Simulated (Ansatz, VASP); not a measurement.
Two plane-wave programs on CdI2

```xyz
3
Lattice="4.2440 0.0000 0.0000 -2.1220 3.6754 0.0000 0.0000 0.0000 7.2020" Properties=species:S:1:pos:R:3 pbc="T T T"
Cd    0.0000    0.0000    0.0000
I     0.0000    2.4503    1.7947
I     2.1220    1.2251    5.4072
```

Change from the starting cell: strain +0.000 along x and y, +0.050 along z, atoms carried along.

Alike in both runs: task single point; functional PBE; dispersion D3(BJ); k mesh 9 × 9 × 4; occupations gaussian, width 0.05 eV; no spin polarisation.

|  | VASP | Ansatz |
| --- | --- | --- |
| version | VASP 6.6.1 | Ansatz 0.2.0 |
| potentials or method | VASP PAW PBE potentials, release 64 (Cd, I), cutoff 500 eV | scalar-relativistic, plane waves, PAW |
| valence electrons in the cell | 26 | 54 |

|  | VASP | Ansatz | Ansatz less VASP |
| --- | --- | --- | --- |
| gap on the k mesh at the Fermi level (eV) | 2.22 | 2.22 | +0.006 |
| least direct gap on the mesh (eV) | 2.42 | 2.42 | +0.009 |
| pressure (GPa) | -1.1 | -1.2 | -0.08 |
| traceless stress, the component that is largest in VASP (GPa) | -0.66 | -0.66 | +0.001 |
| rms of the force components (eV/Å) | 0.105 | 0.113 | +0.0086 |

Atom by atom the forces differ by 0.009 eV/Å (rms over components). VASP's potentials hold 26 valence electrons a cell and Ansatz's 54, so a difference there can come from the potentials and not from the codes.

Spin-orbit coupling is off throughout.
